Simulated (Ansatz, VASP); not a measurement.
**One calculation of Bi, two programs**

```
Bi
1.0
     3.54635    0.00000    0.00000
    -1.77318    3.07123    0.00000
     0.00000    0.00000    5.82536
Bi
2
Cartesian
  0.0000 2.0475 4.3690
  1.7732 1.0237 1.4563
```

Alike in both runs: functional PBE; k mesh 14 × 14 × 8; occupations gaussian, width 0.05 eV; no spin polarisation.

Ansatz relaxed the structure, and its values are those at the end. VASP's run is a single point on that final structure, the one shown.

|  | VASP | Ansatz |
| --- | --- | --- |
| version | VASP 6.6.1 | Ansatz 0.2.0 |
| potentials or method | VASP PAW PBE potentials, release 64 (Bi_d), cutoff 520 eV | scalar-relativistic, plane waves, PAW |
| valence electrons in the cell | 30 | 30 |

```tsv
	VASP	Ansatz	Ansatz less VASP
gap on the k mesh at the Fermi level (eV)	none	none	-
pressure (GPa)	-0.1	0.0	+0.07
```

A gap of «none» marks a metal or a gap that the smearing closes.

Spin-orbit coupling is off throughout.
